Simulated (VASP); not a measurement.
# SnSe2 (P-3m1) in VASP: further runs

Runs on SnSe2. Level: r2SCAN. Tasks: single point.

Everything below comes from runs of VASP 6.6.1. Logs are shortened: lines on timing, memory, paths and dates and some standing lists are left out, and cuts for length are marked.

## (1) The cell of the first run

It takes space group P-3m1 (No. 164, trigonal). Conventional cell: a = 3.842 Å, b = 3.842 Å, c = 6.486 Å, α = 90.00°, β = 90.00°, γ = 120.00°. Within 3.6 Å of Sn (site symmetry -3m) lie 6 Se at 2.72 Å. Within 3.6 Å of Se (site symmetry 3m) lie 3 Sn at 2.72 Å.

## (2) Single point, r2SCAN

POSCAR reads:

```
SnSe2
1.0
    3.8418991364      0.0000000000      0.0000000000
   -1.9209495682      3.3271822509      0.0000000000
    0.0000000000      0.0000000000      6.4858801000
Sn Se
1 2
Direct
    0.0000000000      0.0000000000      0.0000000000
    0.6666666700      0.3333333300      0.7570988600
    0.3333333300      0.6666666700      0.2429011400
```

INCAR.step1 reads:

```
SYSTEM = SnSe2
ALGO = Normal ; EDIFF = 1E-4
ENCUT = 520 ; GGA = PE
ISMEAR = 0 ; LASPH = .True.
LCHARG = .False. ; LREAL = .False.
LWAVE = .True. ; NBANDS = 20
NELM = 80 ; PREC = Accurate
SIGMA = 0.1
```

INCAR.step2 reads:

```
SYSTEM = SnSe2
ALGO = Normal ; EDIFF = 1E-6
ENCUT = 520 ; ISIF = 2
ISMEAR = 0 ; ISTART = 1
LASPH = .True. ; LCHARG = .False.
LMIXTAU = .True. ; LREAL = .False.
LWAVE = .False. ; METAGGA = R2SCAN
NBANDS = 20 ; NELM = 80
PREC = Accurate ; SIGMA = 0.1
```

KPOINTS reads:

```
k-points
0
Gamma
  6 6 4
  0 0 0
```

Potentials or basis: VASP PAW PBE potentials, release 64 (Sn_d, Se).

Run with:

```
> cat potpaw_PBE.64/Sn_d/POTCAR potpaw_PBE.64/Se/POTCAR > POTCAR
> cp INCAR.step1 INCAR
> mpirun -np 1 vasp_std > vasp.out
> cp INCAR.step2 INCAR
> mpirun -np 1 vasp_std > vasp.out
```

OUTCAR:

```text
SYSTEM = SnSe2
   EDIFF = 1E-6
   ENCUT = 520
   ISIF = 2
   ISMEAR = 0
   ISTART = 1
   LASPH = .True.
   LREAL = .False.
   METAGGA = R2SCAN
   NELM = 80
   PREC = Accurate

 ion  position               nearest neighbor table
   1  0.000  0.000  0.000-   2 2.72   3 2.72   2 2.72   3 2.72   2 2.72   3 2.72
   2  0.667  0.333  0.757-   1 2.72   1 2.72   1 2.72
   3  0.333  0.667  0.243-   1 2.72   1 2.72   1 2.72

  LATTYP: Found a hexagonal cell.
 ALAT       =     3.8418991364
 C/A-ratio  =     1.6881963502

  Lattice vectors:

 A1 = (   3.8418991364,   0.0000000000,   0.0000000000)
 A2 = (  -1.9209495682,   3.3271822509,   0.0000000000)
 A3 = (   0.0000000000,   0.0000000000,   6.4858801000)

Analysis of symmetry for initial positions (statically):
=====================================================================
 Subroutine PRICEL returns:
 Original cell was already a primitive cell.

 Routine SETGRP: Setting up the symmetry group for a
 hexagonal supercell.

 Subroutine GETGRP returns: Found 12 space group operations
 (whereof 12 operations were pure point group operations)
 out of a pool of 24 trial point group operations.

The static configuration has the point symmetry D_3d.

Analysis of symmetry for dynamics (positions and initial velocities):
=====================================================================
 Subroutine PRICEL returns:
 Original cell was already a primitive cell.

 Routine SETGRP: Setting up the symmetry group for a
 hexagonal supercell.

 Subroutine GETGRP returns: Found 12 space group operations
 (whereof 12 operations were pure point group operations)
 out of a pool of 24 trial point group operations.

The dynamic configuration has the point symmetry D_3d.

 Subroutine INISYM returns: Found 12 space group operations
 (whereof 12 operations are pure point group operations),
 and found     1 'primitive' translations

----------------------------------------------------------------------------------------

                                     Primitive cell

  volume of cell :      82.9071

  direct lattice vectors                    reciprocal lattice vectors
     3.841899136  0.000000000  0.000000000     0.260287937  0.150277310  0.000000000
    -1.920949568  3.327182251  0.000000000     0.000000000  0.300554621  0.000000000
     0.000000000  0.000000000  6.485880100     0.000000000  0.000000000  0.154181080

  length of vectors
     3.841899136  3.841899136  6.485880100     0.300554621  0.300554621  0.154181080

  position of ions in fractional coordinates (direct lattice)
     0.000000000  0.000000000  0.000000000
     0.666666670  0.333333330  0.757098860
     0.333333330  0.666666670  0.242901140

  ion indices of the primitive-cell ions
   primitive index   ion index
                 1           1
                 2           2
                 3           3

----------------------------------------------------------------------------------------

 KPOINTS: k-points

Automatic generation of k-mesh.
 Grid dimensions read from file:
 generate k-points for:    6    6    4

 Generating k-lattice:

  Cartesian coordinates                     Fractional coordinates (reciprocal lattice)
     0.043381323  0.025046218  0.000000000     0.166666667  0.000000000  0.000000000
     0.000000000  0.050092437  0.000000000     0.000000000  0.166666667  0.000000000
     0.000000000  0.000000000  0.038545270     0.000000000  0.000000000  0.250000000

  Length of vectors
     0.050092437  0.050092437  0.038545270

  Shift w.r.t. Gamma in fractional coordinates (k-lattice)
     0.000000000  0.000000000  0.000000000

 Subroutine IBZKPT returns following result:
 ===========================================

 Found     24 irreducible k-points:

 Following reciprocal coordinates:
            Coordinates               Weight
  0.000000  0.000000  0.000000      1.000000
  0.166667  0.000000  0.000000      6.000000
  0.333333  0.000000  0.000000      6.000000
  0.500000  0.000000  0.000000      3.000000
  0.166667  0.166667  0.000000      6.000000
  0.333333  0.166667  0.000000     12.000000
[... 16 lines left out ...]
  0.333333  0.166667  0.500000     12.000000
  0.333333  0.333333  0.500000      2.000000
   k-points           NKPTS =     24   k-points in BZ     NKDIM =     24   number of bands    NBANDS=     20
   number of dos      NEDOS =    301   number of ions     NIONS =      3
   total plane-waves  NPLWV =  43200
   dimension x,y,z NGX =    30 NGY =   30 NGZ =   48
   dimension x,y,z NGXF=    60 NGYF=   60 NGZF=   96
   ions per type =               1   2
   NGX,Y,Z   is equivalent  to a cutoff of  12.98, 12.98, 12.30 a.u.
   NGXF,Y,Z  is equivalent  to a cutoff of  25.96, 25.96, 24.61 a.u.
 SYSTEM =  SnSe2
   PREC   = accura    normal or accurate (medium, high low for compatibility)
   ISTART =      1    job   : 0-new  1-cont  2-samecut
   ICHARG =      0    charge: 1-file 2-atom 10-const
   ISPIN  =      1    spin polarized calculation?
   LNONCOLLINEAR =      F non collinear calculations
   LSORBIT =      F    spin-orbit coupling
   LASPH  =      T    aspherical Exc in radial PAW
   ENCUT  =  520.0 eV  38.22 Ry    6.18 a.u.   7.14  7.14 12.06*2*pi/ulx,y,z
   NELM   =     80;   NELMIN=  2; NELMDL=  0     # of ELM steps
   EDIFF  = 0.1E-05   stopping-criterion for ELM
   LREAL  =      F    real-space projection
   EDIFFG = 0.1E-04   stopping-criterion for IOM
   NSW    =      0    number of steps for IOM
   IBRION =     -1    ionic relax: 0-MD 1-quasi-New 2-CG
   NFREE  =      0    steps in history (QN), initial steepest desc. (CG)
   ISIF   =      2    stress and relaxation
   ISYM   =      2    0-nonsym 1-usesym 2-fastsym
   POTIM  = 0.5000    time-step for ionic-motion
   TEBEG  =    0.0;   TEEND  =   0.0 temperature during run
   PSTRESS=    0.0 pullay stress
   NELECT =      26.0000    total number of electrons
   NUPDOWN=      -1.0000    fix difference up-down
   EMIN   =  10.00;   EMAX   =-10.00  energy-range for DOS
   EFERMI =   0.00;   METHOD = LEGACY
   ISMEAR =     0;   SIGMA  =   0.10  broadening in eV -4-tet -1-fermi 0-gaus
   EFERMI_NEDOS =   21; number of points for ismear=-14 and -15
   IALGO  =     38    algorithm
   IMIX   =      4    mixing-type and parameters
     AMIX     =   0.40;   BMIX     =  1.00
     AMIX_MAG =   1.60;   BMIX_MAG =  1.00
  volume/ion in A,a.u.               =      27.64       186.49
  Fermi-wavevector in a.u.,A,eV,Ry     =   1.112249  2.101846 16.831746  1.237098
  Thomas-Fermi vector in A             =   2.248821
   LORBIT       =      0    0 simple, 1 ext, 2 COOP (PROOUT), +10 PAW based schemes
   METAGGA = R2SCAN    functional components
   LHFCALC =     F    Hartree Fock is set to
   AEXX    =    0.0000 exact exchange contribution
   IVDW    =     0    specifies the selected vdW correction
   LEPSILON=     F    determine dielectric tensor
   LRPA    =     F    only Hartree local field effects (RPA)
 non-spin polarized calculation
 Gauss-broadening in eV      SIGMA  =   0.10
  energy-cutoff  :      520.00
  volume of cell :       82.91
 maximum number of plane-waves:      2256
 NGX is ok and might be reduce to    30
   NGX = 15   NGY = 15   NGZ = 25

 number of electron      26.0000001 magnetization

 Free energy of the ion-electron system (eV)
  ---------------------------------------------------
  ext. energy  EPLUGINS =         0.00000000
  ---------------------------------------------------
  free energy    TOTEN  =       -54.63047414 eV

  energy without entropy =      -54.63047414  energy(sigma->0) =      -54.63047414

 E-fermi :   3.6009     XC(G=0):  -9.6215

 val. band max:        3.0657571690   @ k =   0.1667   0.0000   0.0000
 cond. band min:       4.1044927420   @ k =   0.5000   0.0000   0.5000
 fundamental gap:      1.0387355730
 Fermi energy:         3.6009383636

 k-point     1 :       0.0000    0.0000    0.0000
  band No.  band energies     occupation
      1     -18.7291      2.00000
      2     -18.7290      2.00000
      3     -18.6755      2.00000
      4     -18.6680      2.00000
      5     -18.6679      2.00000
      6     -11.0038      2.00000
[... 12 lines left out ...]
     19      12.6392      0.00000
     20      12.6392      0.00000

 k-point     2 :       0.1667    0.0000    0.0000
  band No.  band energies     occupation
      1     -18.7422      2.00000
      2     -18.7214      2.00000
      3     -18.6742      2.00000
      4     -18.6672      2.00000
      5     -18.6654      2.00000
      6     -10.7333      2.00000
[... 12 lines left out ...]
     19      12.0579      0.00000
     20      12.8279      0.00000

 k-point     3 :       0.3333    0.0000    0.0000
  band No.  band energies     occupation
      1     -18.7711      2.00000
      2     -18.7116      2.00000
      3     -18.6835      2.00000
      4     -18.6546      2.00000
      5     -18.6509      2.00000
      6     -10.0201      2.00000
[... 12 lines left out ...]
     19      12.6305      0.00000
     20      13.1664      0.00000

 k-point     4 :       0.5000    0.0000    0.0000
  band No.  band energies     occupation
      1     -18.7861      2.00000
      2     -18.7094      2.00000
      3     -18.6878      2.00000
      4     -18.6464      2.00000
      5     -18.6426      2.00000
      6      -9.4212      2.00000
[... 12 lines left out ...]
     19      13.3388      0.00000
     20      13.9386      0.00000

 k-point     5 :       0.1667    0.1667    0.0000
  band No.  band energies     occupation
      1     -18.7576      2.00000
      2     -18.7193      2.00000
      3     -18.6767      2.00000
      4     -18.6662      2.00000
      5     -18.6518      2.00000
      6     -10.2352      2.00000
[... 12 lines left out ...]
     19      10.8581      0.00000
     20      13.3705      0.00000
[... 353 lines left out ...]
      6      -9.3604      2.00000
[... 12 lines left out ...]
     19      13.3777      0.00000
     20      14.1035      0.00000

 k-point    22 :       0.1667    0.1667    0.5000
  band No.  band energies     occupation
      1     -18.7577      2.00000
      2     -18.7193      2.00000
      3     -18.6767      2.00000
      4     -18.6662      2.00000
      5     -18.6517      2.00000
      6     -10.1344      2.00000
[... 12 lines left out ...]
     19      11.7453      0.00000
     20      12.8745      0.00000

 k-point    23 :       0.3333    0.1667    0.5000
  band No.  band energies     occupation
      1     -18.7720      2.00000
      2     -18.7218      2.00000
      3     -18.6798      2.00000
      4     -18.6559      2.00000
      5     -18.6434      2.00000
      6      -9.4183      2.00000
[... 12 lines left out ...]
     19      12.1066      0.00000
     20      13.4043      0.00000

 k-point    24 :       0.3333    0.3333    0.5000
  band No.  band energies     occupation
      1     -18.7492      2.00000
      2     -18.7492      2.00000
      3     -18.6650      2.00000
      4     -18.6650      2.00000
      5     -18.6454      2.00000
      6      -8.9879      2.00000
[... 12 lines left out ...]
     19      12.7211      0.00000
     20      12.8380      0.00000

------------------------ aborting loop because EDIFF is reached ----------------------------------------

  FORCE on cell =-STRESS in cart. coord.  units (eV):
  Direction    XX          YY          ZZ          XY          YZ          ZX
  --------------------------------------------------------------------------------------
  -------------------------------------------------------------------------------------
  Total        0.0336176      0.0336176     -0.0298960     -0.0000000      0.0000000      0.0000000
  in kB        0.6496597      0.6496597     -0.5777406     -0.0000000      0.0000000      0.0000000
  external PRESSURE =       0.2405263 kB  Pullay stress =       0.0000000 kB

 VOLUME and BASIS-vectors are now :
 -----------------------------------------------------------------------------
  energy-cutoff  :      520.00
  volume of cell :       82.91
      direct lattice vectors                 reciprocal lattice vectors
     3.841899136  0.000000000  0.000000000     0.260287937  0.150277310  0.000000000
    -1.920949568  3.327182251  0.000000000     0.000000000  0.300554621  0.000000000
     0.000000000  0.000000000  6.485880100     0.000000000  0.000000000  0.154181080

 POSITION                                       TOTAL-FORCE (eV/Angst)
 -----------------------------------------------------------------------------------
      0.00000      0.00000      0.00000         0.000000      0.000000      0.000000
      1.92095      1.10906      4.91045        -0.000000      0.000000      0.019712
     -0.00000      2.21812      1.57543         0.000000     -0.000000     -0.019712
 -----------------------------------------------------------------------------------
    total drift:                               -0.000000     -0.000000      0.000000

  FREE ENERGIE OF THE ION-ELECTRON SYSTEM (eV)
  ---------------------------------------------------
  free  energy   TOTEN  =       -54.6304741397 eV

  energy  without entropy=      -54.6304741397  energy(sigma->0) =      -54.63047414
```

Wall time 77 s (1 thread of Intel Xeon 6975P-C (Granite Rapids), shared host); peak memory 0.22 GiB.

What came out:

```
Free energy            : -54.6305 eV
Pressure               : 0.0 GPa
Largest force          : 0.020 eV/Å
Band gap on the k mesh : 1.04 eV (least direct gap 1.46 eV)
```

Forces in eV/Å, atoms in the order of the input:
```
Sn   0.000  0.000  0.000
Se   0.000  0.000  0.020
Se   0.000  0.000 -0.020
```

Caveat: the PAW data sets were made with another functional, which shifts forces and pressure a little; spin-orbit coupling is left out, which moves the levels of the heavy elements. A k mesh can miss the band edges.

## (3) Single point, r2SCAN

This run uses another cell than the first one, of 27.78 Å³/atom.

POSCAR reads:

```
SnSe2
1.0
    3.8405603077      0.0000000000      0.0000000000
   -1.9202801539      3.3260227912      0.0000000000
    0.0000000000      0.0000000000      6.5246318595
Sn Se
1 2
Direct
    0.0000000000      0.0000000000      0.0000000000
    0.6666666667      0.3333333333      0.7587693369
    0.3333333333      0.6666666667      0.2412306631
```

INCAR.step1 reads:

```
SYSTEM = SnSe2
ALGO     = Normal         ! electronic algorithm
EDIFF    = 1E-4           ! SCF threshold, eV
ENCUT    = 520            ! plane-wave cutoff, eV
GGA      = PE             ! functional
ISMEAR   = 0              ! smearing method
LASPH    = .TRUE.         ! aspherical terms in the spheres
LCHARG   = .FALSE.        ! write CHGCAR
LREAL    = .FALSE.        ! projectors in reciprocal space
LWAVE    = .TRUE.         ! write WAVECAR
NBANDS   = 20             ! bands
NELM     = 80             ! most SCF steps
PREC     = Accurate       ! precision mode
SIGMA    = 0.02           ! smearing width, eV
```

INCAR.step2 reads:

```
SYSTEM = SnSe2
ALGO     = Normal         ! electronic algorithm
EDIFF    = 1E-6           ! SCF threshold, eV
ENCUT    = 520            ! plane-wave cutoff, eV
ISIF     = 2              ! what is computed and relaxed
ISMEAR   = 0              ! smearing method
ISTART   = 1            
LASPH    = .TRUE.         ! aspherical terms in the spheres
LCHARG   = .TRUE.         ! write CHGCAR
LELF     = .TRUE.         ! ELF
LMIXTAU  = .TRUE.       
LREAL    = .FALSE.        ! projectors in reciprocal space
LVHAR    = .TRUE.       
LWAVE    = .FALSE.        ! write WAVECAR
METAGGA  = R2SCAN         ! meta-GGA
NBANDS   = 20             ! bands
NELM     = 80             ! most SCF steps
PREC     = Accurate       ! precision mode
SIGMA    = 0.02           ! smearing width, eV
```

KPOINTS reads:

```
k-points
0
G
  12 12 4
  0 0 0
```

Potentials or basis: VASP PAW PBE potentials, release 64 (Sn_d, Se).

Run with:

```
> cat potpaw_PBE.64/Sn_d/POTCAR potpaw_PBE.64/Se/POTCAR > POTCAR
> cp INCAR.step1 INCAR
> mpirun -np 1 vasp_std > vasp.out
> cp INCAR.step2 INCAR
> mpirun -np 1 vasp_std > vasp.out
```

OUTCAR:

```text
SYSTEM = SnSe2
   EDIFF = 1E-6
   ENCUT = 520
   ISIF = 2
   ISMEAR = 0
   ISTART = 1
   LASPH = .TRUE.
   LREAL = .FALSE.
   METAGGA = R2SCAN
   NELM = 80
   PREC = Accurate

 ion  position               nearest neighbor table
   1  0.000  0.000  0.000-   2 2.72   3 2.72   3 2.72   2 2.72   2 2.72   3 2.72
   2  0.667  0.333  0.759-   1 2.72   1 2.72   1 2.72
   3  0.333  0.667  0.241-   1 2.72   1 2.72   1 2.72

  LATTYP: Found a hexagonal cell.
 ALAT       =     3.8405603077
[... 197 lines left out ...]
      4     -18.7175      2.00000
      5     -18.7175      2.00000
      6     -11.0613      2.00000
[... 541 lines left out ...]
     19      11.8283      0.00000
     20      12.5238      0.00000

 [... further k-points ...]
[... 5 lines left out ...]
  --------------------------------------------------------------------------------------
  -------------------------------------------------------------------------------------
  Total        0.0255062      0.0255062      0.0271677     -0.0000000      0.0000000     -0.0000000
  in kB        0.4903208      0.4903208      0.5222612     -0.0000000      0.0000000     -0.0000000
  external PRESSURE =       0.5009676 kB  Pullay stress =       0.0000000 kB

 VOLUME and BASIS-vectors are now :
 -----------------------------------------------------------------------------
  energy-cutoff  :      520.00
  volume of cell :       83.34
      direct lattice vectors                 reciprocal lattice vectors
     3.840560308  0.000000000  0.000000000     0.260378674  0.150329697  0.000000000
    -1.920280154  3.326022791  0.000000000     0.000000000  0.300659395  0.000000000
     0.000000000  0.000000000  6.524631860     0.000000000  0.000000000  0.153265352

 POSITION                                       TOTAL-FORCE (eV/Angst)
 -----------------------------------------------------------------------------------
      0.00000      0.00000      0.00000        -0.000000      0.000000      0.000000
      1.92028      1.10867      4.95069         0.000000      0.000000     -0.012149
     -0.00000      2.21735      1.57394         0.000000     -0.000000      0.012149
 -----------------------------------------------------------------------------------
    total drift:                                0.000000     -0.000000      0.000000

  FREE ENERGIE OF THE ION-ELECTRON SYSTEM (eV)
  ---------------------------------------------------
  free  energy   TOTEN  =       -54.6392331459 eV

  energy  without entropy=      -54.6392331459  energy(sigma->0) =      -54.63923315
```

Run time: 3.6 min. Hardware: 1 thread of Intel Xeon 6975P-C (Granite Rapids), shared host; peak memory 0.28 GiB.

Results:

```
Free energy            : -54.6392 eV
Pressure               : 0.1 GPa
Largest force          : 0.012 eV/Å
Band gap on the k mesh : 1.04 eV (least direct gap 1.46 eV)
```

Forces on the atoms (eV/Å):
```
Sn   0.000  0.000  0.000
Se   0.000  0.000 -0.012
Se   0.000  0.000  0.012
```

Levels at points of the mesh, in eV from the valence-band top:
```
           k point  band 10  band 11  band 12  band 13  band 14  band 15  band 16  band 17
(0.00, 0.00, 0.00)    -0.52    -0.26    -0.18    -0.18     1.51     3.62     5.08     5.08
(0.50, 0.00, 0.00)    -2.63    -2.40    -0.94    -0.25     1.34     4.38     6.00     6.08
(0.00, 0.00, 0.50)    -0.58    -0.58    -0.09    -0.09     2.66     3.57     4.92     4.92
(0.50, 0.00, 0.50)    -2.30    -2.00    -0.68    -0.48     1.04     4.75     5.32     6.33
```

Caveat: the PAW data sets were made with another functional, which shifts forces and pressure a little; spin-orbit coupling is left out, which moves the levels of the heavy elements. A k mesh can miss the band edges.
